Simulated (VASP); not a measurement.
Here is a VASP 6.6.1 calculation.

File INCAR:

```
  PREC = Accurate
  ENCUT = 520
  EDIFF = 1E-6
  ISMEAR = 0
  SIGMA = 0.1
  LREAL = False
  LASPH = True
  NELM = 80
  ALGO = Fast
  ISIF = 2
  LWAVE = False
  LCHARG = True
  GGA = PE
  LELF = True
  LVHAR = True
  NBANDS = 40
```

KPOINTS

```
Automatic mesh
0
Gamma
  6 6 6
```

The input POSCAR:

```
K4CuPb
1.0
    6.4231144742      0.0000000000      0.0000000000
   -3.2115572371      5.5625803060      0.0000000000
    0.0000000000      0.0000000000      6.9590942773
K Cu Pb
4 1 1
Direct
    0.3333333333      0.6666666667      0.0000000000
    0.6666666667      0.3333333333      0.0000000000
    0.3333333333      0.6666666667      0.5000000000
    0.6666666667      0.3333333333      0.5000000000
    0.0000000000      0.0000000000      0.5000000000
    0.0000000000      0.0000000000      0.0000000000
```

Potentials or basis: VASP PAW PBE potentials, release 64 (K_sv, Cu, Pb_d).

Command:

```console
$ cat potpaw_PBE.64/K_sv/POTCAR potpaw_PBE.64/Cu/POTCAR potpaw_PBE.64/Pb_d/POTCAR > POTCAR
$ mpirun -np 1 vasp_std > vasp.out
```

(1) What does it give for the pressure?

(2) Estimate the band gap on the k mesh.

## Answers

(1) -0.1 GPa.

(2) zero (an odd number of electrons rules out a gap without spin polarisation).

Caveat: spin-orbit coupling is left out, which moves the levels of the heavy elements.
